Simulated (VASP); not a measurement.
Runs of VASP 6.6.1 on KLa (L11 type). The structure is that of space group R-3m (No. 166), or close to it. The cells are those of the table. 

```csv
cell,gap on the mesh (eV),pressure (GPa)
"a = 7.587 Å, angles 28.3°, 2 atoms",none,(a)
"a = 7.821 Å, angles 28.3°, 2 atoms",none,-0.4
"a = 7.666 Å, angles 28.3°, 2 atoms",none,0.4
"a = 7.744 Å, angles 28.3°, 2 atoms",none,0.0
```

Alike in all rows: task single point; level PBE; potentials or basis VASP PAW PBE potentials, release 64 (K_sv, La); no spin polarisation; k mesh 11 × 11 × 11; cutoff (eV) 520; smearing fermi-dirac 0.05 eV.

**Question.** Fill in the values left out.

**Answer.** (a) 0.9.

Caveats: spin-orbit coupling is left out, which moves the levels of the heavy elements.

A k mesh can miss the band edges, and the runs leave out spin-orbit coupling on La.

A gap of «none» marks levels without a gap at the run's occupations.
